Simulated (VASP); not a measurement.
## Ni2SbH: relaxation of cell and atoms with PBE

The system is Ni2SbH.

```xyz
4
Lattice="3.0906 0.0000 0.0000 0.0000 3.0906 0.0000 0.0000 0.0000 6.1811" Properties=species:S:1:pos:R:3 pbc="T T T"
Ni    0.0000    0.0000    4.6358
Ni    0.0000    0.0000    1.5453
Sb    1.5453    1.5453    0.0000
H     1.5453    1.5453    3.0906
```

```json
{
 "Program": "VASP 6.6.1",
 "Task": "relaxation of cell and atoms",
 "Functional": "PBE",
 "Potentials or basis": "VASP PAW PBE potentials, release 64 (Ni, Sb, H)",
 "Cutoff": "600 eV",
 "k mesh": "6 × 6 × 4",
 "Occupations": "gaussian, width 0.1 eV",
 "Spin": "collinear spin, antiferromagnetic start",
 "Starting moments": "[-2.0, 2.0, 0.0, 0.0] μB",
 "Dipole correction": "no",
 "Further INCAR settings": "ALGO = Normal; EDIFF = 1e-06; IBRION = 2; EDIFFG = -0.04; NSW = 90; ISIF = 3"
}
```

* Relaxed volume: 12.65 Å³/atom
* Relaxed cell: a = 2.906 Å, b = 2.906 Å, c = 5.989 Å, α = 90.00°, β = 90.00°, γ = 90.00°
* Space group after relaxing (to 0.1 Å): P4/mmm (No. 123)
* Energy gained by relaxing: 145.4 meV/atom
* Ionic steps: 15
* Pressure after relaxing: 0.2 GPa
* Largest force after relaxing: 0.037 eV/Å
* Band gap on the k mesh: zero (filled and empty bands overlap)
* Net moment: 0.00 μB per cell
* Valence electrons inside the program's atomic spheres: Ni 9.13; Sb 2.48; H 0.39

Forces in eV/Å, atoms in the order of the input:
```
Ni   0.000  0.000 -0.037
Ni   0.000  0.000  0.037
Sb   0.000  0.000  0.000
H    0.000  0.000  0.000
```

Stress tensor (GPa, compression positive):
```
0.25 0.00 0.00
0.00 0.25 0.00
0.00 0.00 0.14
```

Step by step:
```
step  energy change (eV)  largest force (eV/Å)  pressure (GPa)  volume (Å³)
   1              0.0000                0.5762           -6.79        59.04
   2             -0.1797                1.0961            0.10        53.85
   3             -0.1919                1.2519            2.58        52.41
   4             -0.3463                1.0839            3.05        51.01
   5             -0.3892                0.0907            7.61        48.48
   6             -0.4227                0.7220            4.48        49.74
   7             -0.4286                0.5699            5.11        49.41
   8             -0.5030                0.1116           -1.92        52.14
   9             -0.5031                0.1268           -1.78        52.05
  10             -0.5421                0.1059           -1.52        51.76
  11             -0.5789                0.0901           -0.92        51.12
  12             -0.5801                0.0931           -0.60        50.97
  13             -0.5801                0.0922           -0.70        51.00
  14             -0.5810                0.0004            0.81        50.35
  15             -0.5816                0.0373            0.22        50.59
```

Final structure:
```
CELL_PARAMETERS angstrom
2.90645 0.00000 0.00000
0.00000 2.90645 0.00000
0.00000 0.00000 5.98883
ATOMIC_POSITIONS crystal
Ni 0.00000 0.00000 0.69734
Ni 0.00000 0.00000 0.30266
Sb 0.50000 0.50000 0.00000
H 0.50000 0.50000 0.50000
```

Levels at points of the mesh, in eV from the Fermi level:
Spin up:
| k point | band 9 | band 10 | band 11 | band 12 | band 13 | band 14 | band 15 | band 16 | band 17 |
| --- | --- | --- | --- | --- | --- | --- | --- | --- | --- |
| (0.00, 0.00, 0.00) | -1.06 | -0.79 | -0.78 | -0.78 | -0.70 | 4.37 | 4.37 | 6.08 | 7.99 |
| (0.50, 0.00, 0.00) | -1.40 | -1.11 | -0.75 | -0.49 | -0.01 | 0.09 | 0.82 | 1.59 | 7.75 |
| (0.50, 0.50, 0.00) | -1.40 | -1.40 | -0.43 | -0.42 | -0.36 | 1.11 | 1.55 | 3.24 | 4.27 |
| (0.00, 0.00, 0.50) | -1.44 | -1.14 | -1.14 | -0.80 | -0.70 | 3.03 | 4.75 | 4.75 | 7.99 |
| (0.50, 0.00, 0.50) | -1.29 | -1.23 | -0.80 | -0.52 | -0.17 | 0.54 | 2.60 | 4.29 | 4.55 |
| (0.50, 0.50, 0.50) | -0.83 | -0.42 | -0.36 | 0.13 | 0.13 | 0.91 | 1.70 | 1.70 | 1.76 |
Spin down:
| k point | band 9 | band 10 | band 11 | band 12 | band 13 | band 14 | band 15 | band 16 | band 17 |
| --- | --- | --- | --- | --- | --- | --- | --- | --- | --- |
| (0.00, 0.00, 0.00) | -1.06 | -0.79 | -0.78 | -0.78 | -0.70 | 4.37 | 4.37 | 6.08 | 7.99 |
| (0.50, 0.00, 0.00) | -1.40 | -1.11 | -0.75 | -0.49 | -0.01 | 0.09 | 0.82 | 1.59 | 7.75 |
| (0.50, 0.50, 0.00) | -1.40 | -1.40 | -0.43 | -0.42 | -0.36 | 1.11 | 1.55 | 3.24 | 4.27 |
| (0.00, 0.00, 0.50) | -1.44 | -1.14 | -1.14 | -0.80 | -0.70 | 3.03 | 4.75 | 4.75 | 7.99 |
| (0.50, 0.00, 0.50) | -1.29 | -1.23 | -0.80 | -0.52 | -0.17 | 0.54 | 2.60 | 4.29 | 4.55 |
| (0.50, 0.50, 0.50) | -0.83 | -0.42 | -0.36 | 0.13 | 0.13 | 0.91 | 1.70 | 1.70 | 1.76 |

Wall time 7 min on 1 thread of Intel(R) Xeon(R) Platinum 8559C (Emerald Rapids) (shared host), peak memory 0.28 GiB.

Caveat: spin-orbit coupling is left out, which moves the levels of the heavy elements.
